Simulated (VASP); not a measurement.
# Ti3C in VASP: relaxation of the atoms with PBEsol

Aim: the relaxation of the atoms of Ti3C with PBEsol.

Program: VASP 6.6.1. These are calculated values, not measurements. Logs are shortened: lines on timing, memory, paths and dates and some standing lists are left out, and cuts for length are marked.

## 1. The cell of the first run

The cell holds a slab with vacuum, 4 atoms: a = 2.780 Å, b = 2.780 Å, c = 19.776 Å, α = 90.00°, β = 90.00°, γ = 109.47°.

## 2. Relaxation of the atoms, PBEsol

The input, INCAR:

```
ALGO = Normal
DIPOL = 0.5 0.5 0.353
EDIFF = 1E-7
EDIFFG = -0.025
ENCUT = 520
GGA = PS
GGA_COMPAT = F
IBRION = 2
IDIPOL = 3
ISIF = 2
ISMEAR = 0
LASPH = T
LCHARG = F
LDIPOL = T
LREAL = F
LWAVE = F
NELM = 120
NELMDL = -8
NELMIN = 4
NSW = 36
PREC = Accurate
SIGMA = 0.1
```

The input, KPOINTS:

```
k-points
0
Gamma
  10 10 1
```

The input, POSCAR:

```
Ti3C
1.0
    2.7797925781      0.0000000000      0.0000000000
   -0.9265975260      2.6208135764      0.0000000000
    0.0000000000      0.0000000000     19.7756614792
Ti C
3 1
Selective dynamics
Direct
    0.5000000000      0.5000000000      0.2022688346  F F F
    0.0000000000      0.0000000000      0.3106574497  F F F
    0.5000000000      0.5000000000      0.4184771006  F F F
    1.0000000000      1.0000000000      0.4811804394  F F T
```

Potentials or basis: VASP PAW PBE potentials, release 64 (Ti_sv, C).

Run with:

```
$ cat potpaw_PBE.64/Ti_sv/POTCAR potpaw_PBE.64/C/POTCAR > POTCAR
$ mpirun -np 1 vasp_std > vasp.out
```

OUTCAR:

```text
EDIFF = 1E-7
   EDIFFG = -0.025
   ENCUT = 520
   GGA = PS
   IBRION = 2
   ISIF = 2
   ISMEAR = 0
   LASPH = T
   LREAL = F
   NELM = 120
   NELMDL = -8
   NELMIN = 4
   NSW = 36
   PREC = Accurate

 ion  position               nearest neighbor table
   1  0.500  0.500  0.202-   2 2.68   2 2.68
   2  0.000  0.000  0.311-   3 2.67   3 2.67   1 2.68   1 2.68
   3  0.500  0.500  0.418-   4 2.03   4 2.03   2 2.67   2 2.67
   4  0.000  0.000  0.481-   3 2.03   3 2.03

  LATTYP: Found a base centered orthorhombic cell.
 ALAT       =     3.2098279866
 B/A-ratio  =     1.4142135623
 C/A-ratio  =     6.1609723518

  Lattice vectors:

 A1 = (   2.7797925781,   0.0000000000,   0.0000000000)
 A2 = (  -0.9265975260,   2.6208135764,   0.0000000000)
 A3 = (   0.0000000000,   0.0000000000,  19.7756614792)

Analysis of symmetry for initial positions (statically):
=====================================================================
 Subroutine PRICEL returns:
 Original cell was already a primitive cell.

 Routine SETGRP: Setting up the symmetry group for a
 base centered orthorhombic supercell.

 Subroutine GETGRP returns: Found  4 space group operations
 (whereof  4 operations were pure point group operations)
 out of a pool of  8 trial point group operations.

The static configuration has the point symmetry C_2v.

Analysis of symmetry for dynamics (positions and initial velocities):
=====================================================================
 Subroutine PRICEL returns:
 Original cell was already a primitive cell.

 Routine SETGRP: Setting up the symmetry group for a
 base centered orthorhombic supercell.

 Subroutine GETGRP returns: Found  4 space group operations
 (whereof  4 operations were pure point group operations)
 out of a pool of  8 trial point group operations.

The dynamic configuration has the point symmetry C_2v.

Analysis of constrained symmetry for selective dynamics:
=====================================================================
 Subroutine PRICEL returns:
 Original cell was already a primitive cell.

 Routine SETGRP: Setting up the symmetry group for a
 base centered orthorhombic supercell.

 Subroutine GETGRP returns: Found  4 space group operations
 (whereof  4 operations were pure point group operations)
[... 118 lines left out ...]
   NUPDOWN=      -1.0000    fix difference up-down
   EMIN   =  10.00;   EMAX   =-10.00  energy-range for DOS
   EFERMI =   0.00;   METHOD = LEGACY
   ISMEAR =     0;   SIGMA  =   0.10  broadening in eV -4-tet -1-fermi 0-gaus
   EFERMI_NEDOS =   21; number of points for ismear=-14 and -15
   IALGO  =     38    algorithm
   IMIX   =      4    mixing-type and parameters
     AMIX     =   0.40;   BMIX     =  1.00
     AMIX_MAG =   1.60;   BMIX_MAG =  1.00
  volume/ion in A,a.u.               =      36.02       243.06
  Fermi-wavevector in a.u.,A,eV,Ry     =   1.067993  2.018214 15.518922  1.140609
  Thomas-Fermi vector in A             =   2.203627
   LORBIT       =      0    0 simple, 1 ext, 2 COOP (PROOUT), +10 PAW based schemes
   GGA     = PS    functional components
   LHFCALC =     F    Hartree Fock is set to
   AEXX    =    0.0000 exact exchange contribution
   IVDW    =     0    specifies the selected vdW correction
   LEPSILON=     F    determine dielectric tensor
   LRPA    =     F    only Hartree local field effects (RPA)
 conjugate gradient relaxation of ions
 non-spin polarized calculation
 Gauss-broadening in eV      SIGMA  =   0.10
  energy-cutoff  :      520.00
  volume of cell :      144.07
 maximum number of plane-waves:      3916
 NGX is ok and might be reduce to    24
   NGX = 11   NGY = 11   NGZ = 73

--------------------------------------- Ionic step        1  -------------------------------------------

 number of electron      40.0000007 magnetization

 Free energy of the ion-electron system (eV)
  ---------------------------------------------------
  ext. energy  EPLUGINS =         0.00000000
  ---------------------------------------------------
  free energy    TOTEN  =       -30.84522690 eV

  energy without entropy =      -30.80678114  energy(sigma->0) =      -30.82600402

------------------------ aborting loop because EDIFF is reached ----------------------------------------

  FORCE on cell =-STRESS in cart. coord.  units (eV):
  Direction    XX          YY          ZZ          XY          YZ          ZX
  --------------------------------------------------------------------------------------
  -------------------------------------------------------------------------------------
  Total        0.2451261      0.5129603     -1.8423794      0.3787748      0.0000000      0.0000000
  in kB        2.7259671      5.7044637    -20.4884971      4.2122303      0.0000000      0.0000000
  external PRESSURE =      -4.0193554 kB  Pullay stress =       0.0000000 kB
[... 63 lines left out ...]
--------------------------------------- Ionic step        3  -------------------------------------------

 number of electron      40.0000006 magnetization

 dipolmoment           0.000000      0.000000      0.082379 electrons x Angstroem

 Free energy of the ion-electron system (eV)
  ---------------------------------------------------
  ext. energy  EPLUGINS =         0.00000000
  ---------------------------------------------------
  free energy    TOTEN  =       -31.25691456 eV

  energy without entropy =      -31.22161360  energy(sigma->0) =      -31.23926408

 E-fermi :  -0.2895     XC(G=0):  -5.4037

 val. band max:       -0.2953041416   @ k =   0.3000   0.1000   0.0000
 cond. band min:      -0.2874872304   @ k =  -0.1000   0.1000   0.0000
 fundamental gap:      0.0078169112
 Fermi energy:        -0.2895231334

 k-point     1 :       0.0000    0.0000    0.0000
  band No.  band energies     occupation
      1     -56.6135      2.00000
      2     -56.2772      2.00000
      3     -55.6478      2.00000
      4     -33.1672      2.00000
      5     -32.7090      2.00000
      6     -32.6489      2.00000
[... 637 lines left out ...]
     23       0.6124      0.00000
     24       2.0323      0.00000

 [... further k-points ...]

------------------------ aborting loop because EDIFF is reached ----------------------------------------

 vacuum level on the upper side and lower side of the slab       (xc-potential included)         0.874        -1.167

  FORCE on cell =-STRESS in cart. coord.  units (eV):
  Direction    XX          YY          ZZ          XY          YZ          ZX
  --------------------------------------------------------------------------------------
  -------------------------------------------------------------------------------------
  Total        2.4822851      4.6489446      1.4343196      3.0641193      0.0000000      0.0000000
  in kB       27.6046790     51.6993896     15.9505979     34.0750664      0.0000000      0.0000000
  external PRESSURE =      31.7515555 kB  Pullay stress =       0.0000000 kB
[... 19 lines left out ...]
  FREE ENERGIE OF THE ION-ELECTRON SYSTEM (eV)
  ---------------------------------------------------
  free  energy   TOTEN  =       -31.2569145579 eV

  energy  without entropy=      -31.2216135973  energy(sigma->0) =      -31.23926408

 reached required accuracy - stopping structural energy minimisation

 vacuum level on the upper side and lower side of the slab         6.185         4.089
```

CONTCAR:

```text
Ti3C
   1.00000000000000
     2.7797925780999999    0.0000000000000000    0.0000000000000000
    -0.9265975260000000    2.6208135763999998    0.0000000000000000
     0.0000000000000000    0.0000000000000000   19.7756614792000001
  Ti              C
     3     1
Selective dynamics
Direct
     0.5000000000000000    0.5000000000000000    0.2022688345999981   F   F   F
     0.0000000000000000    0.0000000000000000    0.3106574497000025   F   F   F
     0.5000000000000000    0.5000000000000000    0.4184771006000005   F   F   F
     0.0000000000000000    0.0000000000000000    0.4670170293248843   F   F   T

  0.00000000E+00  0.00000000E+00  0.00000000E+00
  0.00000000E+00  0.00000000E+00  0.00000000E+00
  0.00000000E+00  0.00000000E+00  0.00000000E+00
  0.00000000E+00  0.00000000E+00  0.00000000E+00
```

Wall time 4.8 min (1 thread of Intel Xeon 6975P-C (Granite Rapids), shared host); peak memory 0.34 GiB.

Results:

```yaml
Free_energy: -31.2569 eV
Energy_gained_by_relaxing: 102.9 meV/atom
Ionic_steps: 3
Band_gap_on_the_k_mesh: zero (bands 20 and 21 overlap by 0.55 eV)
```

Step by step:
```
step  energy change (eV)  largest force on free atoms (eV/Å)  pressure (GPa)
   1              0.0000                              2.6862           -0.40
   2             -0.2840                              1.6400            1.05
   3             -0.4117                              0.0239            3.18
```

Final structure:
```yaml
crystal:
  lattice:
    - [2.77979, 0.00000, 0.00000]
    - [-0.92660, 2.62081, 0.00000]
    - [0.00000, 0.00000, 19.77566]
  atoms:
    - { symbol: Ti, position: [0.50000, 0.50000, 0.20227] }
    - { symbol: Ti, position: [0.00000, 0.00000, 0.31066] }
    - { symbol: Ti, position: [0.50000, 0.50000, 0.41848] }
    - { symbol: C, position: [0.00000, 0.00000, 0.46702] }
```

Levels at points of the mesh, in eV from the Fermi level:
```
           k point  band 16  band 17  band 18  band 19  band 20  band 21  band 22  band 23  band 24
(0.00, 0.00, 0.00)    -3.07    -0.70    -0.38    -0.05     0.26     0.97     1.04     1.20     1.58
(0.50, 0.00, 0.00)    -1.92    -0.82    -0.47    -0.39    -0.36     0.35     0.99     1.61     2.45
(0.50, 0.50, 0.00)    -2.16    -1.99    -1.85    -1.12    -0.43     0.22     1.89     2.37     2.57
```

Caveat: the PAW data sets were made with another functional, which shifts forces and pressure a little.
